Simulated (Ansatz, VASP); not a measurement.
# C in VASP and in Ansatz

```xyz
48
Lattice="5.0302 0.0000 0.0000 0.0000 7.1138 0.0000 0.0000 0.0000 25.0834" Properties=species:S:1:pos:R:3 pbc="T T T"
C     1.2575    3.5569    8.0000
C     1.2575    0.0000    8.0000
C     3.7726    3.5569    8.0000
C     3.7726    0.0000    8.0000
C     2.5151    4.4461    8.0000
C     2.5151    0.8892    8.0000
C     0.0000    4.4461    8.0000
C     0.0000    0.8892    8.0000
C     2.5151    5.3353    9.2575
C     2.5151    1.7784    9.2575
C     0.0000    5.3353    9.2575
C     0.0000    1.7784    9.2575
C     3.7726    6.2246    9.2575
C     3.7726    2.6677    9.2575
C     1.2575    6.2246    9.2575
C     1.2575    2.6677    9.2575
C     3.7726    0.0000   10.5151
C     3.7726    3.5569   10.5151
C     1.2575    0.0000   10.5151
C     1.2575    3.5569   10.5151
C     0.0000    0.8892   10.5151
C     0.0000    4.4461   10.5151
C     2.5151    0.8892   10.5151
C     2.5151    4.4461   10.5151
C    -0.0001    1.7832   11.7652
C     0.0000    5.3387   11.7658
C     2.5154    1.7825   11.7659
C     2.5152    5.3378   11.7689
C     1.2578    2.6629   11.7644
C     1.2576    6.2196   11.7647
C     3.7725    2.6649   11.7681
C     3.7728    6.2198   11.7668
C     1.2582    3.5909   13.0665
C     1.2573    0.0331   13.0578
C     3.7720    3.5894   13.0661
C     3.7735    0.0347   13.0608
C     2.5156    4.4159   13.0645
C     2.5146    0.8572   13.0595
C    -0.0006    4.4129   13.0663
C     0.0011    0.8585   13.0590
C     2.5149    5.4390   14.1461
C     2.5173    1.8760   14.1340
C    -0.0005    5.4439   14.1264
C    -0.0012    1.8780   14.1323
C     3.7728    6.1217   14.1242
C     3.7722    2.5607   14.1352
C     1.2579    6.1244   14.1220
C     1.2581    2.5566   14.1149
```

Alike in both runs: task single point; functional PBE; dispersion D3(BJ); k mesh 3 × 2 × 1; occupations gaussian, width 0.05 eV; no spin polarisation.

|  | VASP | Ansatz |
| --- | --- | --- |
| version | VASP 6.6.1 | Ansatz 0.2.0 |
| potentials or method | VASP PAW PBE potentials, release 64 (C), cutoff 520 eV | scalar-relativistic, plane waves, PAW |
| valence electrons in the cell | 192 | 192 |

Ansatz gave:

* gap on the k mesh at the Fermi level (eV): none
* rms of the force components (eV/Å): 1.169
* work function, face that differs most (eV): 5.97

Task: What did VASP give for the same quantities?

Result: gap on the k mesh at the Fermi level (eV): none; rms of the force components (eV/Å): 1.166; work function, face that differs most (eV): 5.97.

Atom by atom the forces differ by 0.011 eV/Å (rms over components). A gap of «none» marks a metal or a gap that the smearing closes.

The k mesh is coarse, so the values compare programs but aren't converged.
